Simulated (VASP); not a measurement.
# CsAs (Fm-3m) in VASP: further runs

CsAs is run at these levels: PBE; tasks: relaxation of cell and atoms, single point.

Everything below comes from runs of VASP 6.6.1. Logs are shortened: lines on timing, memory, paths and dates and some standing lists are left out, and cuts for length are marked.

## 1. The cell of the first run

It takes space group Fm-3m (No. 225, cubic). Conventional cell: a = 6.456 Å, b = 6.456 Å, c = 6.456 Å, α = 90.00°, β = 90.00°, γ = 90.00°. Within 4.2 Å of Cs (site symmetry m-3m) lie 6 As at 3.23 Å. As (site symmetry m-3m) has 6 Cs at 3.23 Å within 4.2 Å.

## 2. Relaxation of cell and atoms, PBE

INCAR reads:

```
ALGO = Normal ; EDIFF = 1E-6
EDIFFG = -0.04 ; ENCUT = 600
GGA = PE ; IBRION = 2
ISIF = 3 ; ISMEAR = 0
LASPH = True ; LCHARG = False
LREAL = False ; LWAVE = False
NELM = 100 ; NSW = 90
PREC = Accurate ; SIGMA = 0.1
```

KPOINTS reads:

```
k-points
0
Gamma
  6 6 6
```

POSCAR reads:

```
CsAs
1.0
    0.0000000000      3.2282402227      3.2282402227
    3.2282402227      0.0000000000      3.2282402227
    3.2282402227      3.2282402227      0.0000000000
Cs As
1 1
Direct
    0.0000000000      0.0000000000      0.0000000000
    0.5000000000      0.5000000000      0.5000000000
```

Potentials or basis: VASP PAW PBE potentials, release 64 (Cs_sv, As).

Started as:

```console
> cat potpaw_PBE.64/Cs_sv/POTCAR potpaw_PBE.64/As/POTCAR > POTCAR
> mpirun -np 1 vasp_std > vasp.out
```

OUTCAR:

```text
EDIFF = 1E-6
   EDIFFG = -0.04
   ENCUT = 600
   GGA = PE
   IBRION = 2
   ISIF = 3
   ISMEAR = 0
   LASPH = True
   LREAL = False
   NELM = 100
   NSW = 90
   PREC = Accurate

 ion  position               nearest neighbor table
   1  0.000  0.000  0.000-
   2  0.500  0.500  0.500-

  LATTYP: Found a face centered cubic cell.
 ALAT       =     6.4564804454

  Lattice vectors:

 A1 = (   0.0000000000,   3.2282402227,   3.2282402227)
 A2 = (   3.2282402227,   0.0000000000,   3.2282402227)
 A3 = (   3.2282402227,   3.2282402227,   0.0000000000)

Analysis of symmetry for initial positions (statically):
=====================================================================
 Subroutine PRICEL returns:
 Original cell was already a primitive cell.

 Routine SETGRP: Setting up the symmetry group for a
 face centered cubic supercell.

 Subroutine GETGRP returns: Found 48 space group operations
[... 9 lines left out ...]

 Routine SETGRP: Setting up the symmetry group for a
 face centered cubic supercell.

 Subroutine GETGRP returns: Found 48 space group operations
[... 11 lines left out ...]
                                     Primitive cell

  volume of cell :      67.2864

  direct lattice vectors                    reciprocal lattice vectors
     0.000000000  3.228240223  3.228240223    -0.154883145  0.154883145  0.154883145
     3.228240223  0.000000000  3.228240223     0.154883145 -0.154883145  0.154883145
     3.228240223  3.228240223  0.000000000     0.154883145  0.154883145 -0.154883145

  length of vectors
     4.565421106  4.565421106  4.565421106     0.268265477  0.268265477  0.268265477

  position of ions in fractional coordinates (direct lattice)
     0.000000000  0.000000000  0.000000000
     0.500000000  0.500000000  0.500000000

  ion indices of the primitive-cell ions
   primitive index   ion index
                 1           1
                 2           2

----------------------------------------------------------------------------------------

 KPOINTS: k-points

Automatic generation of k-mesh.
 Grid dimensions read from file:
 generate k-points for:    6    6    6

 Generating k-lattice:

  Cartesian coordinates                     Fractional coordinates (reciprocal lattice)
    -0.025813858  0.025813858  0.025813858     0.166666667  0.000000000  0.000000000
     0.025813858 -0.025813858  0.025813858     0.000000000  0.166666667  0.000000000
     0.025813858  0.025813858 -0.025813858     0.000000000  0.000000000  0.166666667

  Length of vectors
     0.044710913  0.044710913  0.044710913

  Shift w.r.t. Gamma in fractional coordinates (k-lattice)
     0.000000000  0.000000000  0.000000000

 Subroutine IBZKPT returns following result:
 ===========================================

 Found     16 irreducible k-points:

 Following reciprocal coordinates:
            Coordinates               Weight
  0.000000  0.000000  0.000000      1.000000
  0.166667  0.000000  0.000000      8.000000
  0.333333  0.000000  0.000000      8.000000
  0.500000  0.000000  0.000000      4.000000
  0.166667  0.166667  0.000000      6.000000
  0.333333  0.166667  0.000000     24.000000
[... 8 lines left out ...]
 -0.333333  0.333333  0.166667     24.000000
 -0.333333  0.500000  0.166667     12.000000
   k-points           NKPTS =     16   k-points in BZ     NKDIM =     16   number of bands    NBANDS=     11
   number of dos      NEDOS =    301   number of ions     NIONS =      2
   total plane-waves  NPLWV =  46656
   dimension x,y,z NGX =    36 NGY =   36 NGZ =   36
   dimension x,y,z NGXF=    72 NGYF=   72 NGZF=   72
   ions per type =               1   1
   NGX,Y,Z   is equivalent  to a cutoff of  13.11, 13.11, 13.11 a.u.
   NGXF,Y,Z  is equivalent  to a cutoff of  26.22, 26.22, 26.22 a.u.
 SYSTEM =  unknown system
   PREC   = accura    normal or accurate (medium, high low for compatibility)
   ISTART =      0    job   : 0-new  1-cont  2-samecut
   ICHARG =      2    charge: 1-file 2-atom 10-const
   ISPIN  =      1    spin polarized calculation?
   LNONCOLLINEAR =      F non collinear calculations
   LSORBIT =      F    spin-orbit coupling
   LASPH  =      T    aspherical Exc in radial PAW
   ENCUT  =  600.0 eV  44.10 Ry    6.64 a.u.   9.12  9.12  9.12*2*pi/ulx,y,z
   NELM   =    100;   NELMIN=  2; NELMDL= -5     # of ELM steps
   EDIFF  = 0.1E-05   stopping-criterion for ELM
   LREAL  =      F    real-space projection
   EDIFFG = -.4E-01   stopping-criterion for IOM
   NSW    =     90    number of steps for IOM
   IBRION =      2    ionic relax: 0-MD 1-quasi-New 2-CG
   NFREE  =      1    steps in history (QN), initial steepest desc. (CG)
   ISIF   =      3    stress and relaxation
   ISYM   =      2    0-nonsym 1-usesym 2-fastsym
   POTIM  = 0.5000    time-step for ionic-motion
   TEBEG  =    0.0;   TEEND  =   0.0 temperature during run
   PSTRESS=    0.0 pullay stress
   NELECT =      14.0000    total number of electrons
   NUPDOWN=      -1.0000    fix difference up-down
   EMIN   =  10.00;   EMAX   =-10.00  energy-range for DOS
   EFERMI =   0.00;   METHOD = LEGACY
   ISMEAR =     0;   SIGMA  =   0.10  broadening in eV -4-tet -1-fermi 0-gaus
   EFERMI_NEDOS =   21; number of points for ismear=-14 and -15
   IALGO  =     38    algorithm
   IMIX   =      4    mixing-type and parameters
     AMIX     =   0.40;   BMIX     =  1.00
     AMIX_MAG =   1.60;   BMIX_MAG =  1.00
  volume/ion in A,a.u.               =      33.64       227.04
  Fermi-wavevector in a.u.,A,eV,Ry     =   0.970082  1.833189 12.803880  0.941059
  Thomas-Fermi vector in A             =   2.100187
   LORBIT       =      0    0 simple, 1 ext, 2 COOP (PROOUT), +10 PAW based schemes
   GGA     = PE    functional components
   LHFCALC =     F    Hartree Fock is set to
   AEXX    =    0.0000 exact exchange contribution
   IVDW    =     0    specifies the selected vdW correction
   LEPSILON=     F    determine dielectric tensor
   LRPA    =     F    only Hartree local field effects (RPA)
 conjugate gradient relaxation of ions
 non-spin polarized calculation
 Gauss-broadening in eV      SIGMA  =   0.10
  energy-cutoff  :      600.00
  volume of cell :       67.29
 maximum number of plane-waves:      2272
   NGX = 19   NGY = 19   NGZ = 19

--------------------------------------- Ionic step        1  -------------------------------------------

 number of electron      14.0000001 magnetization

 Free energy of the ion-electron system (eV)
  ---------------------------------------------------
  ext. energy  EPLUGINS =         0.00000000
  ---------------------------------------------------
  free energy    TOTEN  =        -3.87453405 eV

  energy without entropy =       -3.85483399  energy(sigma->0) =       -3.86468402

------------------------ aborting loop because EDIFF is reached ----------------------------------------

  FORCE on cell =-STRESS in cart. coord.  units (eV):
  Direction    XX          YY          ZZ          XY          YZ          ZX
  --------------------------------------------------------------------------------------
  -------------------------------------------------------------------------------------
  Total        3.0941920      3.0941920      3.0941920      0.0000000      0.0000000      0.0000000
  in kB       73.6767238     73.6767238     73.6767238      0.0000000      0.0000000      0.0000000
  external PRESSURE =      73.6767238 kB  Pullay stress =       0.0000000 kB

 VOLUME and BASIS-vectors are now :
 -----------------------------------------------------------------------------
  energy-cutoff  :      600.00
  volume of cell :       67.29
      direct lattice vectors                 reciprocal lattice vectors
     0.000000000  3.228240223  3.228240223    -0.154883145  0.154883145  0.154883145
     3.228240223  0.000000000  3.228240223     0.154883145 -0.154883145  0.154883145
     3.228240223  3.228240223  0.000000000     0.154883145  0.154883145 -0.154883145
[... 73 lines left out ...]
 POSITION                                       TOTAL-FORCE (eV/Angst)
 -----------------------------------------------------------------------------------
      0.00000      0.00000      0.00000        -0.000000      0.000000      0.000000
      3.58109      3.58109      3.58109         0.000000     -0.000000     -0.000000
 -----------------------------------------------------------------------------------
    total drift:                                0.000000      0.000000      0.000000

  FREE ENERGIE OF THE ION-ELECTRON SYSTEM (eV)
  ---------------------------------------------------
  free  energy   TOTEN  =        -4.3561980860 eV

  energy  without entropy=       -4.3164455495  energy(sigma->0) =       -4.33632182

--------------------------------------- Ionic step        4  -------------------------------------------

 number of electron      13.9999998 magnetization

 E-fermi :  -0.3136     XC(G=0):  -6.8477

 val. band max:       -0.3158429170   @ k =   0.5000   0.3333   0.0000
 cond. band min:      -0.3096344989   @ k =  -0.1667   0.1667   0.0000
 fundamental gap:      0.0062084181
 Fermi energy:        -0.3136406985

 k-point     1 :       0.0000    0.0000    0.0000
  band No.  band energies     occupation
      1     -21.4429      2.00000
      2      -9.3179      2.00000
      3      -8.2277      2.00000
      4      -8.2277      2.00000
      5      -8.2277      2.00000
      6       0.0550      0.00000
      7       0.0550      0.00000
      8       0.0550      0.00000
      9       2.4518      0.00000
     10       4.1920      0.00000
     11       4.1920      0.00000

 k-point     2 :       0.1667    0.0000    0.0000
  band No.  band energies     occupation
      1     -21.4405      2.00000
      2      -9.3997      2.00000
      3      -8.2308      2.00000
      4      -8.2308      2.00000
      5      -8.1376      2.00000
      6      -0.3718      1.58955
      7      -0.0935      0.00185
      8      -0.0935      0.00185
      9       3.1178      0.00000
     10       4.1819      0.00000
     11       4.4737      0.00000
[... 216 lines left out ...]
 POSITION                                       TOTAL-FORCE (eV/Angst)
 -----------------------------------------------------------------------------------
      0.00000      3.80489      3.80489         0.000000      0.000000     -0.000000
      3.80489      3.80489      3.80489        -0.000000     -0.000000      0.000000
 -----------------------------------------------------------------------------------
    total drift:                               -0.000000     -0.000000      0.000000

  FREE ENERGIE OF THE ION-ELECTRON SYSTEM (eV)
  ---------------------------------------------------
  free  energy   TOTEN  =        -4.3466882378 eV

  energy  without entropy=       -4.2890512727  energy(sigma->0) =       -4.31786976

--------------------------------------- Ionic step        5  -------------------------------------------

 number of electron      13.9999998 magnetization

 Free energy of the ion-electron system (eV)
  ---------------------------------------------------
  ext. energy  EPLUGINS =         0.00000000
  ---------------------------------------------------
  free energy    TOTEN  =        -4.37035876 eV

  energy without entropy =       -4.32212376  energy(sigma->0) =       -4.34624126

 E-fermi :   0.0493     XC(G=0):  -7.1995

 val. band max:        0.0377706905   @ k =  -0.3333   0.1667   0.0000
 cond. band min:       0.0676302197   @ k =   0.5000   0.3333   0.0000
 fundamental gap:      0.0298595292
 Fermi energy:         0.0492948974

 k-point     1 :       0.0000    0.0000    0.0000
  band No.  band energies     occupation
      1     -20.9638      2.00000
      2      -9.0134      2.00000
      3      -7.7449      2.00000
      4      -7.7449      2.00000
      5      -7.7449      2.00000
      6       0.4726      0.00000
      7       0.4726      0.00000
      8       0.4726      0.00000
      9       3.0788      0.00000
     10       4.5582      0.00000
     11       4.5582      0.00000

 k-point     2 :       0.1667    0.0000    0.0000
  band No.  band energies     occupation
      1     -20.9597      2.00000
      2      -9.1213      2.00000
      3      -7.7487      2.00000
      4      -7.7487      2.00000
      5      -7.6255      2.00000
      6      -0.0171      1.65253
      7       0.2852      0.00085
      8       0.2852      0.00085
      9       3.7949      0.00000
     10       4.5834      0.00000
     11       4.8687      0.00000
[... 216 lines left out ...]
 POSITION                                       TOTAL-FORCE (eV/Angst)
 -----------------------------------------------------------------------------------
      0.00000      0.00000      0.00000         0.000000     -0.000000     -0.000000
      3.68542      3.68542      3.68542        -0.000000      0.000000      0.000000
 -----------------------------------------------------------------------------------
    total drift:                                0.000000      0.000000      0.000000

  FREE ENERGIE OF THE ION-ELECTRON SYSTEM (eV)
  ---------------------------------------------------
  free  energy   TOTEN  =        -4.3703587583 eV

  energy  without entropy=       -4.3221237553  energy(sigma->0) =       -4.34624126

 reached required accuracy - stopping structural energy minimisation
```

Run time: 33 s. Hardware: 1 thread of Intel Xeon 6975P-C (Granite Rapids), shared host; peak memory 0.21 GiB.

What came out:

```
Free energy                            : -4.3704 eV
Relaxed volume                         : 50.06 Å³/atom
Relaxed cell                           : a = 5.212 Å, b = 5.212 Å, c = 5.212 Å, α = 60.00°, β = 60.00°, γ = 60.00°
Space group after relaxing (to 0.05 Å) : Fm-3m (No. 225)
Energy gained by relaxing              : 247.9 meV/atom
Ionic steps                            : 5
Pressure after relaxing                : -0.1 GPa
Band gap on the k mesh                 : zero (band 7 reaches 0.47 eV, above the bottom of band 8 at -0.17 eV)
```

The path:
| step | energy change (eV) | largest force (eV/Å) | pressure (GPa) | volume (Å³) |
| --- | --- | --- | --- | --- |
| 1 | 0.0000 | 0.0000 | 7.37 | 67.29 |
| 2 | -0.4181 | 0.0000 | 1.88 | 83.50 |
| 3 | -0.4817 | 0.0000 | 0.67 | 91.85 |
| 4 | -0.4722 | 0.0000 | -0.64 | 110.17 |
| 5 | -0.4958 | 0.0000 | -0.07 | 100.11 |

Final structure:
```
Cs As
1.0
     0.00000    3.68542    3.68542
     3.68542    0.00000    3.68542
     3.68542    3.68542    0.00000
Cs As
1 1
Direct
  0.00000 0.00000 0.00000
  0.50000 0.50000 0.50000
```

Caveat: the volume moved by over 15 % at a fixed basis, so the end points are rough; spin-orbit coupling is left out, which moves the levels of the heavy elements.

## 3. Single point, PBE

This run uses another cell than the first one, of 49.39 Å³/atom, 1.468 times its volume.

INCAR reads:

```
SYSTEM = CsAs
PREC = Accurate
ENCUT = 520
EDIFF = 1E-7
ISMEAR = 0
SIGMA = 0.1
LREAL = .FALSE.
LASPH = .TRUE.
NELM = 100
ALGO = Normal
ISIF = 2
LWAVE = .FALSE.
LCHARG = .FALSE.
GGA = PE
NBANDS = 14
```

KPOINTS reads:

```
Automatic mesh
0
G
  14 14 14
  0 0 0
```

POSCAR reads:

```
CsAs
1.0
    0.0000000000      3.6690340539      3.6690340539
    3.6690340539      0.0000000000      3.6690340539
    3.6690340539      3.6690340539      0.0000000000
Cs As
1 1
Direct
    0.0000000000      0.0000000000      0.0000000000
    0.5000000000      0.5000000000      0.5000000000
```

Potentials or basis: VASP PAW PBE potentials, release 64 (Cs_sv, As).

Started as:

```console
> cat potpaw_PBE.64/Cs_sv/POTCAR potpaw_PBE.64/As/POTCAR > POTCAR
> mpirun -np 1 vasp_std > vasp.out
```

It took 73 s on 1 thread of Intel Xeon 6975P-C (Granite Rapids), shared host; peak memory 0.33 GiB.

The run converged. Its results:

```yaml
Free_energy: -4.3753 eV
Pressure: 0.0 GPa
Band_gap_on_the_k_mesh: zero (band 7 reaches 0.53 eV, above the bottom of band 8 at -0.12 eV)
```

Levels at points of the mesh, in eV from the Fermi level:
```
           k point  band 5  band 6  band 7  band 8  band 9  band 10
(0.00, 0.00, 0.00)   -7.78    0.43    0.43    0.43    3.06     4.50
(0.50, 0.00, 0.00)   -7.36   -1.01   -0.23   -0.23    5.02     5.71
(0.50, 0.50, 0.00)   -7.90   -0.09    0.27    0.27    3.03     5.34
```

Caveat: spin-orbit coupling is left out, which moves the levels of the heavy elements.

(Continued in part 2 of 2.)
